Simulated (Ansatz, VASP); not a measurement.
# Mg5ZrN2: VASP beside Ansatz

```
CELL_PARAMETERS angstrom
6.39407 0.00000 0.00000
0.00000 6.39407 0.00000
0.00000 0.00000 6.50591
ATOMIC_POSITIONS crystal
Mg 0.28747 0.00000 0.00000
Mg 0.71253 0.00000 0.00000
Mg 0.00000 0.28747 0.00000
Mg 0.00000 0.71253 0.00000
Mg 0.50000 0.50000 0.00000
Zr 0.00000 0.00000 0.50000
N 0.00000 0.00000 0.80937
N 0.00000 0.00000 0.19063
```

Alike in both runs: functional PBE; k mesh 3 × 3 × 3; occupations gaussian, width 0.2 eV; no spin polarisation.

Ansatz relaxed the structure, and its values are those at the end. VASP's run is a single point on that final structure, the one shown.

|  | VASP | Ansatz |
| --- | --- | --- |
| version | VASP 6.6.1 | Ansatz 0.2.0 |
| potentials or method | VASP PAW PBE potentials, release 64 (Mg, Zr_sv, N), cutoff 600 eV | scalar-relativistic, plane waves, PAW |
| valence electrons in the cell | 32 | 72 |

|  | VASP | Ansatz | Ansatz less VASP |
| --- | --- | --- | --- |
| gap on the k mesh at the Fermi level (eV) | none | none | - |
| pressure (GPa) | 0.0 | 0.0 | +0.06 |
| rms of the force components (eV/Å) | 0.021 | 0.012 | -0.0089 |

A gap of «none» marks a metal or a gap that the smearing closes. The functional is the same, so the differences come from potentials, cutoffs and numerics. VASP's potentials hold 32 valence electrons a cell and Ansatz's 72, so a difference there can come from the potentials and not from the codes.
